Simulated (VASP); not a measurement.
# CdH2 (Fm-3m) in VASP: a series of runs

Aim: see how the results for CdH2 move with the level of theory and the settings. Levels: PBEsol, PBE-based screened hybrid. Tasks: single point.

Everything below comes from runs of VASP 6.6.1. Logs are shortened: lines on timing, memory, paths and dates and some standing lists are left out, and cuts for length are marked.

### Step 1. The cell of the first run

It takes space group Fm-3m (No. 225, cubic). Conventional cell: a = 5.054 Å, b = 5.054 Å, c = 5.054 Å, α = 90.00°, β = 90.00°, γ = 90.00°. Cd (site symmetry m-3m) has 8 H at 2.19 Å within 2.9 Å. Within 2.9 Å of H (site symmetry -43m) lie 4 Cd at 2.19 Å and 6 H at 2.53 Å.

### Step 2. Single point, PBEsol

INCAR reads:

```
SYSTEM = CdH2
PREC = Accurate
ENCUT = 520
EDIFF = 1E-6
ISMEAR = -1
SIGMA = 0.02
LREAL = .False.
LASPH = .True.
NELM = 60
ALGO = Normal
ISIF = 2
LWAVE = .False.
LCHARG = .False.
GGA = PS
NBANDS = 14
```

KPOINTS reads:

```
regular mesh
0
Gamma
  5 5 5
  0 0 0
```

POSCAR reads:

```
CdH2
1.0
    0.0000000000      2.5271675656      2.5271675656
    2.5271675656      0.0000000000      2.5271675656
    2.5271675656      2.5271675656      0.0000000000
Cd H
1 2
Direct
    0.0000000000      0.0000000000      0.0000000000
    0.2500000000      0.2500000000      0.2500000000
    0.7500000000      0.7500000000      0.7500000000
```

Potentials or basis: VASP PAW PBE potentials, release 64 (Cd, H).

Run with:

```console
cat potpaw_PBE.64/Cd/POTCAR potpaw_PBE.64/H/POTCAR > POTCAR
mpirun -np 1 vasp_std > vasp.out
```

OUTCAR:

```text
SYSTEM = CdH2
   PREC = Accurate
   ENCUT = 520
   EDIFF = 1E-6
   ISMEAR = -1
   LREAL = .False.
   LASPH = .True.
   NELM = 60
   ISIF = 2
   GGA = PS

 ion  position               nearest neighbor table
   1  0.000  0.000  0.000-   3 2.19   3 2.19   3 2.19   2 2.19   3 2.19   2 2.19   2 2.19   2 2.19

   2  0.250  0.250  0.250-   1 2.19   1 2.19   1 2.19   1 2.19
   3  0.750  0.750  0.750-   1 2.19   1 2.19   1 2.19   1 2.19

  LATTYP: Found a face centered cubic cell.
 ALAT       =     5.0543351312

  Lattice vectors:

 A1 = (   0.0000000000,   2.5271675656,   2.5271675656)
 A2 = (   2.5271675656,   0.0000000000,   2.5271675656)
 A3 = (   2.5271675656,   2.5271675656,   0.0000000000)

Analysis of symmetry for initial positions (statically):
=====================================================================
 Subroutine PRICEL returns:
 Original cell was already a primitive cell.

 Routine SETGRP: Setting up the symmetry group for a
 face centered cubic supercell.

 Subroutine GETGRP returns: Found 48 space group operations
 (whereof 48 operations were pure point group operations)
 out of a pool of 48 trial point group operations.

The static configuration has the point symmetry O_h .

Analysis of symmetry for dynamics (positions and initial velocities):
=====================================================================
 Subroutine PRICEL returns:
 Original cell was already a primitive cell.

 Routine SETGRP: Setting up the symmetry group for a
 face centered cubic supercell.

 Subroutine GETGRP returns: Found 48 space group operations
 (whereof 48 operations were pure point group operations)
 out of a pool of 48 trial point group operations.

The dynamic configuration has the point symmetry O_h .

 Subroutine INISYM returns: Found 48 space group operations
 (whereof 48 operations are pure point group operations),
 and found     1 'primitive' translations

----------------------------------------------------------------------------------------

                                     Primitive cell

  volume of cell :      32.2799

  direct lattice vectors                    reciprocal lattice vectors
     0.000000000  2.527167566  2.527167566    -0.197849959  0.197849959  0.197849959
     2.527167566  0.000000000  2.527167566     0.197849959 -0.197849959  0.197849959
     2.527167566  2.527167566  0.000000000     0.197849959  0.197849959 -0.197849959

  length of vectors
     3.573954646  3.573954646  3.573954646     0.342686182  0.342686182  0.342686182

  position of ions in fractional coordinates (direct lattice)
     0.000000000  0.000000000  0.000000000
     0.250000000  0.250000000  0.250000000
     0.750000000  0.750000000  0.750000000

  ion indices of the primitive-cell ions
   primitive index   ion index
                 1           1
                 2           2
                 3           3

----------------------------------------------------------------------------------------

 KPOINTS: regular mesh

Automatic generation of k-mesh.
 Grid dimensions read from file:
 generate k-points for:    5    5    5

 Generating k-lattice:

  Cartesian coordinates                     Fractional coordinates (reciprocal lattice)
    -0.039569992  0.039569992  0.039569992     0.200000000  0.000000000  0.000000000
     0.039569992 -0.039569992  0.039569992     0.000000000  0.200000000  0.000000000
     0.039569992  0.039569992 -0.039569992     0.000000000  0.000000000  0.200000000

  Length of vectors
     0.068537236  0.068537236  0.068537236

  Shift w.r.t. Gamma in fractional coordinates (k-lattice)
     0.000000000  0.000000000  0.000000000

 Subroutine IBZKPT returns following result:
 ===========================================

 Found     10 irreducible k-points:

 Following reciprocal coordinates:
            Coordinates               Weight
  0.000000  0.000000  0.000000      1.000000
  0.200000  0.000000  0.000000      8.000000
  0.400000  0.000000  0.000000      8.000000
  0.200000  0.200000  0.000000      6.000000
  0.400000  0.200000  0.000000     24.000000
 -0.400000  0.200000  0.000000     24.000000
 -0.200000  0.200000  0.000000     12.000000
  0.400000  0.400000  0.000000      6.000000
 -0.400000  0.400000  0.000000     12.000000
 -0.400000  0.400000  0.200000     24.000000
   k-points           NKPTS =     10   k-points in BZ     NKDIM =     10   number of bands    NBANDS=     14
   number of dos      NEDOS =    301   number of ions     NIONS =      3
   total plane-waves  NPLWV =  21952
   dimension x,y,z NGX =    28 NGY =   28 NGZ =   28
   dimension x,y,z NGXF=    56 NGYF=   56 NGZF=   56
   ions per type =               1   2
   NGX,Y,Z   is equivalent  to a cutoff of  13.02, 13.02, 13.02 a.u.
   NGXF,Y,Z  is equivalent  to a cutoff of  26.05, 26.05, 26.05 a.u.
 SYSTEM =  CdH2
   PREC   = accura    normal or accurate (medium, high low for compatibility)
   ISTART =      0    job   : 0-new  1-cont  2-samecut
   ICHARG =      2    charge: 1-file 2-atom 10-const
   ISPIN  =      1    spin polarized calculation?
   LNONCOLLINEAR =      F non collinear calculations
   LSORBIT =      F    spin-orbit coupling
   LASPH  =      T    aspherical Exc in radial PAW
   ENCUT  =  520.0 eV  38.22 Ry    6.18 a.u.   6.65  6.65  6.65*2*pi/ulx,y,z
   NELM   =     60;   NELMIN=  2; NELMDL= -5     # of ELM steps
   EDIFF  = 0.1E-05   stopping-criterion for ELM
   LREAL  =      F    real-space projection
   EDIFFG = 0.1E-04   stopping-criterion for IOM
   NSW    =      0    number of steps for IOM
   IBRION =     -1    ionic relax: 0-MD 1-quasi-New 2-CG
   NFREE  =      0    steps in history (QN), initial steepest desc. (CG)
   ISIF   =      2    stress and relaxation
   ISYM   =      2    0-nonsym 1-usesym 2-fastsym
   POTIM  = 0.5000    time-step for ionic-motion
   TEBEG  =    0.0;   TEEND  =   0.0 temperature during run
   PSTRESS=    0.0 pullay stress
   NELECT =      14.0000    total number of electrons
   NUPDOWN=      -1.0000    fix difference up-down
   EMIN   =  10.00;   EMAX   =-10.00  energy-range for DOS
   EFERMI =   0.00;   METHOD = LEGACY
   ISMEAR =    -1;   SIGMA  =   0.02  broadening in eV -4-tet -1-fermi 0-gaus
   EFERMI_NEDOS =   21; number of points for ismear=-14 and -15
   IALGO  =     38    algorithm
   IMIX   =      4    mixing-type and parameters
     AMIX     =   0.40;   BMIX     =  1.00
     AMIX_MAG =   1.60;   BMIX_MAG =  1.00
  volume/ion in A,a.u.               =      10.76        72.61
  Fermi-wavevector in a.u.,A,eV,Ry     =   1.239196  2.341742 20.893211  1.535608
  Thomas-Fermi vector in A             =   2.373690
   LORBIT       =      0    0 simple, 1 ext, 2 COOP (PROOUT), +10 PAW based schemes
   GGA     = PS    functional components
   LHFCALC =     F    Hartree Fock is set to
   AEXX    =    0.0000 exact exchange contribution
   IVDW    =     0    specifies the selected vdW correction
   LEPSILON=     F    determine dielectric tensor
   LRPA    =     F    only Hartree local field effects (RPA)
 non-spin polarized calculation
  energy-cutoff  :      520.00
  volume of cell :       32.28
 maximum number of plane-waves:       893
   NGX = 13   NGY = 13   NGZ = 13

 number of electron      13.9999998 magnetization

 Free energy of the ion-electron system (eV)
  ---------------------------------------------------
  ext. energy  EPLUGINS =         0.00000000
  ---------------------------------------------------
  free energy    TOTEN  =        -6.19425599 eV

  energy without entropy =       -6.19337424  energy(sigma->0) =       -6.19381512

 E-fermi :   1.6743     XC(G=0): -10.2866

 val. band max:        1.5073352558   @ k =   0.2000   0.0000   0.0000
 cond. band min:       1.7065458501   @ k =   0.4000   0.4000   0.0000
 fundamental gap:      0.1992105942
 Fermi energy:         1.6743039304

 k-point     1 :       0.0000    0.0000    0.0000
  band No.  band energies     occupation
      1      -8.2374      2.00000
      2      -7.2743      2.00000
      3      -7.2743      2.00000
      4      -7.2743      2.00000
      5      -6.9939      2.00000
      6      -6.9939      2.00000
      7       1.9303      0.00001
      8      11.8924      0.00000
      9      11.8924      0.00000
     10      11.8924      0.00000
     11      12.1088      0.00000
     12      13.5947      0.00000
     13      13.5947      0.00000
     14      13.5947      0.00000

 k-point     2 :       0.2000    0.0000    0.0000
  band No.  band energies     occupation
      1      -7.7742      2.00000
      2      -7.2153      2.00000
      3      -7.2153      2.00000
      4      -7.1708      2.00000
      5      -6.9876      2.00000
      6      -6.9876      2.00000
      7       1.5073      1.99953
      8       7.6605      0.00000
      9      10.1574      0.00000
     10      10.5231      0.00000
     11      10.5231      0.00000
     12      14.8003      0.00000
     13      14.8003      0.00000
     14      16.1736      0.00000

 k-point     3 :       0.4000    0.0000    0.0000
  band No.  band energies     occupation
      1      -7.9643      2.00000
      2      -7.2210      2.00000
      3      -7.2210      2.00000
      4      -6.8680      2.00000
      5      -6.8680      2.00000
      6      -5.0132      2.00000
      7      -1.4253      2.00000
      8       6.6990      0.00000
      9       8.0094      0.00000
     10       9.4796      0.00000
     11       9.4796      0.00000
     12      13.1451      0.00000
     13      13.1451      0.00000
     14      19.0243      0.00000

 k-point     4 :       0.2000    0.2000    0.0000
  band No.  band energies     occupation
      1      -7.5436      2.00000
      2      -7.4017      2.00000
      3      -7.1293      2.00000
      4      -7.1293      2.00000
      5      -6.9989      2.00000
      6      -6.9373      2.00000
      7       1.8267      0.00098
      8       7.5730      0.00000
      9       8.2622      0.00000
     10       8.2622      0.00000
     11      10.4941      0.00000
     12      15.6881      0.00000
     13      15.7796      0.00000
     14      18.2973      0.00000

 k-point     5 :       0.4000    0.2000    0.0000
  band No.  band energies     occupation
      1      -7.7636      2.00000
      2      -7.2456      2.00000
      3      -7.2004      2.00000
      4      -7.0799      2.00000
      5      -6.8481      2.00000
      6      -5.3454      2.00000
      7       0.2692      2.00000
      8       4.6162      0.00000
      9       6.6403      0.00000
     10       7.2731      0.00000
     11      11.9508      0.00000
     12      14.0115      0.00000
     13      16.7093      0.00000
     14      16.7209      0.00000

 k-point     6 :      -0.4000    0.2000    0.0000
  band No.  band energies     occupation
      1      -7.8057      2.00000
      2      -7.3568      2.00000
      3      -7.1045      2.00000
      4      -7.0791      2.00000
      5      -6.8808      2.00000
      6      -3.2552      2.00000
      7      -2.2348      2.00000
      8       3.5903      0.00000
      9       6.7695      0.00000
     10       7.9872      0.00000
     11      11.0777      0.00000
     12      15.2693      0.00000
     13      16.4142      0.00000
     14      18.5291      0.00000

 k-point     7 :      -0.2000    0.2000    0.0000
  band No.  band energies     occupation
      1      -7.5495      2.00000
      2      -7.4986      2.00000
      3      -7.1039      2.00000
      4      -7.0535      2.00000
      5      -7.0475      2.00000
      6      -5.8962      2.00000
      7       0.6497      2.00000
      8       4.7387      0.00000
      9       8.2976      0.00000
     10       9.5674      0.00000
     11      10.2192      0.00000
     12      14.8607      0.00000
     13      15.3733      0.00000
     14      16.4290      0.00000

 k-point     8 :       0.4000    0.4000    0.0000
  band No.  band energies     occupation
      1      -7.9497      2.00000
      2      -7.3809      2.00000
      3      -6.8655      2.00000
      4      -6.8655      2.00000
      5      -6.8448      2.00000
      6      -4.7017      2.00000
      7       1.7065      0.33260
      8       1.8566      0.00022
      9       5.7885      0.00000
     10       5.7885      0.00000
     11       9.3346      0.00000
     12      15.9686      0.00000
     13      21.2458      0.00000
     14      21.6428      0.00000

 k-point     9 :      -0.4000    0.4000    0.0000
  band No.  band energies     occupation
      1      -7.8882      2.00000
      2      -7.3276      2.00000
      3      -7.1264      2.00000
      4      -6.8926      2.00000
      5      -6.8551      2.00000
      6      -3.0299      2.00000
      7      -0.4285      2.00000
      8       1.0320      2.00000
      9       5.7691      0.00000
     10       6.0641      0.00000
     11      11.9797      0.00000
     12      14.2470      0.00000
     13      19.2190      0.00000
     14      21.3363      0.00000

 k-point    10 :      -0.4000    0.4000    0.2000
  band No.  band energies     occupation
      1      -7.6997      2.00000
      2      -7.4281      2.00000
      3      -7.2453      2.00000
      4      -6.9420      2.00000
      5      -6.8710      2.00000
      6      -3.2946      2.00000
      7      -0.7001      2.00000
      8       1.8900      0.00004
      9       4.2908      0.00000
     10       9.4146      0.00000
     11      11.3666      0.00000
     12      13.9275      0.00000
     13      18.1475      0.00000
     14      19.3083      0.00000

------------------------ aborting loop because EDIFF is reached ----------------------------------------

  FORCE on cell =-STRESS in cart. coord.  units (eV):
  Direction    XX          YY          ZZ          XY          YZ          ZX
  --------------------------------------------------------------------------------------
  -------------------------------------------------------------------------------------
  Total       -0.3853395     -0.3853395     -0.3853395     -0.0000000      0.0000000     -0.0000000
  in kB      -19.1259033    -19.1259033    -19.1259033     -0.0000000      0.0000000     -0.0000000
  external PRESSURE =     -19.1259033 kB  Pullay stress =       0.0000000 kB

 VOLUME and BASIS-vectors are now :
 -----------------------------------------------------------------------------
  energy-cutoff  :      520.00
  volume of cell :       32.28
      direct lattice vectors                 reciprocal lattice vectors
     0.000000000  2.527167566  2.527167566    -0.197849959  0.197849959  0.197849959
     2.527167566  0.000000000  2.527167566     0.197849959 -0.197849959  0.197849959
     2.527167566  2.527167566  0.000000000     0.197849959  0.197849959 -0.197849959

 POSITION                                       TOTAL-FORCE (eV/Angst)
 -----------------------------------------------------------------------------------
      0.00000      0.00000      0.00000        -0.000000      0.000000      0.000000
      1.26358      1.26358      1.26358         0.000000      0.000000      0.000000
      3.79075      3.79075      3.79075        -0.000000     -0.000000     -0.000000
 -----------------------------------------------------------------------------------
    total drift:                               -0.000000     -0.000000      0.000000

  FREE ENERGIE OF THE ION-ELECTRON SYSTEM (eV)
  ---------------------------------------------------
  free  energy   TOTEN  =        -6.1942559924 eV

  energy  without entropy=       -6.1933742415  energy(sigma->0) =       -6.19381512
```

Wall time 4.4 s (1 thread of Intel Xeon Platinum 8488C (Sapphire Rapids), shared host); peak memory 0.15 GiB.

Results:

```yaml
Free_energy: -6.1943 eV
Pressure: -1.9 GPa
Band_gap_on_the_k_mesh: zero (band 7 reaches 1.93 eV, above the bottom of band 8 at 1.03 eV)
```

Caveat: the k points lie up to 0.43 Å⁻¹ apart; the PAW data sets were made with another functional, which shifts forces and pressure a little.

### Step 3. Single point, PBEsol

INCAR reads:

```
PREC = Accurate ; ENCUT = 520
EDIFF = 1E-7 ; ISMEAR = -1
SIGMA = 0.02 ; LREAL = F
LASPH = T ; NELM = 60
ALGO = Normal ; ISIF = 2
LWAVE = F ; LCHARG = F
GGA = PS ; NBANDS = 14
```

KPOINTS reads:

```
Automatic mesh
0
Gamma
  6 6 6
```

POSCAR is that of step 2.

Potentials or basis: VASP PAW PBE potentials, release 64 (Cd, H).

Run with:

```console
cat potpaw_PBE.64/Cd/POTCAR potpaw_PBE.64/H/POTCAR > POTCAR
mpirun -np 1 vasp_std > vasp.out
```

Run time: 6.4 s. Hardware: 1 thread of Intel Xeon Platinum 8488C (Sapphire Rapids), shared host; peak memory 0.15 GiB.

It converged, with:

- Free energy: -6.1922 eV
- Pressure: -1.4 GPa
- Band gap on the k mesh: zero (band 7 reaches 1.95 eV, above the bottom of band 8 at 0.82 eV)

Levels at points of the mesh, in eV from the Fermi level:
| k point | band 5 | band 6 | band 7 | band 8 | band 9 | band 10 |
| --- | --- | --- | --- | --- | --- | --- |
| (0.00, 0.00, 0.00) | -8.70 | -8.70 | 0.23 | 10.18 | 10.18 | 10.18 |
| (0.50, 0.00, 0.00) | -8.54 | -5.41 | -4.65 | 5.31 | 5.74 | 7.63 |
| (0.50, 0.50, 0.00) | -8.52 | -5.54 | -1.14 | -0.01 | 3.74 | 3.74 |

Caveat: the PAW data sets were made with another functional, which shifts forces and pressure a little.

### Step 4. Single point, PBEsol

INCAR reads:

```
SYSTEM = CdH2
PREC = Accurate ; ENCUT = 520
EDIFF = 1E-6 ; ISMEAR = -1
SIGMA = 0.02 ; LREAL = .FALSE.
LASPH = .TRUE. ; NELM = 100
ALGO = Normal ; ISIF = 2
LWAVE = .FALSE. ; LCHARG = .FALSE.
GGA = PS ; NBANDS = 14
```

KPOINTS reads:

```
Automatic mesh
0
G
  6 6 6
  0 0 0
```

POSCAR is that of step 3.

Run with:

```console
cat potpaw_PBE.64/Cd/POTCAR potpaw_PBE.64/H/POTCAR > POTCAR
mpirun -np 1 vasp_std > vasp.out
```

Run time: 5.9 s. Hardware: 1 thread of Intel Xeon Platinum 8488C (Sapphire Rapids), shared host; peak memory 0.15 GiB.

The run converged. Its results:

```
Free energy            : -6.1922 eV
Pressure               : -1.5 GPa
Band gap on the k mesh : zero (band 7 reaches 1.95 eV, above the bottom of band 8 at 0.82 eV)
```

Levels at points of the mesh, in eV from the Fermi level:
```
           k point  band 4  band 5  band 6  band 7  band 8  band 9  band 10  band 11
(0.00, 0.00, 0.00)   -8.98   -8.70   -8.70    0.23   10.18   10.18    10.18    10.41
(0.50, 0.00, 0.00)   -8.54   -8.54   -5.41   -4.65    5.31    5.74     7.63     7.63
(0.50, 0.50, 0.00)   -8.52   -8.52   -5.54   -1.14   -0.01    3.74     3.74     7.51
```

Caveat: the PAW data sets were made with another functional, which shifts forces and pressure a little.

[end of part 1 of 2]
